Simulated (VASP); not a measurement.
Input of a VASP 6.6.1 run:

The input INCAR:

```
SYSTEM = Rh
PREC     = Accurate       ! precision mode
ENCUT    = 520            ! plane-wave cutoff, eV
EDIFF    = 1E-7           ! SCF threshold, eV
ISMEAR   = -1             ! smearing method
SIGMA    = 0.1            ! smearing width, eV
LREAL    = .FALSE.        ! projectors in reciprocal space
LASPH    = .TRUE.         ! aspherical terms in the spheres
NELM     = 60             ! most SCF steps
ALGO     = Normal         ! electronic algorithm
ISIF     = 2              ! what is computed and relaxed
LWAVE    = .FALSE.        ! write WAVECAR
LCHARG   = .FALSE.        ! write CHGCAR
GGA      = PE             ! functional
NBANDS   = 14             ! bands
```

Contents of KPOINTS:

```
Automatic mesh
0
G
  15 15 15
  0 0 0
```

Contents of POSCAR:

```
Rh
1.0
    2.2527714104      0.0000000000      0.0000000000
    0.0000000000      2.2527714104      0.0000000000
    0.0000000000      0.0000000000      2.2527714104
Rh
1
Direct
    0.0000000000      0.0000000000      0.0000000000
```

Potentials or basis: VASP PAW PBE potentials, release 64 (Rh_pv).

Launch:

```console
$ cat potpaw_PBE.64/Rh_pv/POTCAR > POTCAR
$ mpirun -np 1 vasp_std > vasp.out
```

Problem. Predict the pressure.

Solution. 158.2 GPa.
